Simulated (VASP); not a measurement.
Mo:

```
Mo
1.0
    -1.58381    1.58381    1.58381
     1.58381   -1.58381    1.58381
     1.58381    1.58381   -1.58381
Mo
1
Cartesian
  0.0000 0.0000 0.0000
```

| Property | Result |
| --- | --- |
| Program | VASP 6.6.1 |
| Task | relaxation of cell and atoms |
| Functional | PBEsol |
| Potentials or basis | VASP PAW PBE potentials, release 64 (Mo_sv) |
| Cutoff | 600 eV |
| k mesh | 12 × 12 × 12 |
| Occupations | fermi-dirac, width 0.05 eV |
| Spin | no spin polarisation |

At the start: pressure -9.2 GPa; volume 15.89 Å³/atom.

Problem. Where does the relaxation end?

Solution. Over 7 steps the energy falls by 16.3 meV/atom and the volume is 15.34 Å³/atom (-3.5 %); space group Im-3m (No. 229, to 0.05 Å).

Step by step:
```csv
step,energy change (eV),largest force (eV/Å),pressure (GPa),volume (Å³)
1,0.0000,0.0000,-9.23,15.89
2,0.1322,0.0000,35.36,13.88
3,-0.0163,0.0000,-0.39,15.37
4,-0.0163,0.0000,-0.07,15.35
5,-0.0163,0.0000,0.13,15.34
6,-0.0163,0.0000,-0.24,15.36
7,-0.0163,0.0000,0.02,15.34
```

Final structure:
```
Mo
1.0
    -1.56537    1.56537    1.56537
     1.56537   -1.56537    1.56537
     1.56537    1.56537   -1.56537
Mo
1
Direct
  0.00000 0.00000 0.00000
```

Caveat: the PAW data sets were made with another functional, which shifts forces and pressure a little.
